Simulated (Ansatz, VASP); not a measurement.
# Two plane-wave programs on Be

```xyz
2
Lattice="2.2648 0.0000 0.0000 -1.1324 1.9614 0.0000 0.0000 0.0000 3.5741" Properties=species:S:1:pos:R:3 pbc="T T T"
Be    0.0000    1.3076    2.6806
Be    1.1324    0.6538    0.8935
```

Alike in both runs: task single point; functional r2SCAN; k mesh 6 × 6 × 4; occupations gaussian, width 0.1 eV; no spin polarisation.

```csv
,VASP,Ansatz
version,VASP 6.6.1,Ansatz 0.2.0
potentials or method,"VASP PAW PBE potentials, release 64 (Be), cutoff 660 eV","scalar-relativistic, plane waves, PAW"
valence electrons in the cell,4,4
```

|  | VASP | Ansatz | Ansatz less VASP |
| --- | --- | --- | --- |
| gap on the k mesh at the Fermi level (eV) | none | none | - |
| pressure (GPa) | 0.1 | -0.1 | -0.18 |
| traceless stress, the component that is largest in VASP (GPa) | -9.56 | -9.63 | -0.065 |

VASP's potentials were made for PBE, not for r2SCAN. A gap of «none» marks a metal or a gap that the smearing closes. With one functional, cell and mesh, what is left measures potentials, basis and numerics.

The k mesh is coarse, so the values compare programs but aren't converged.
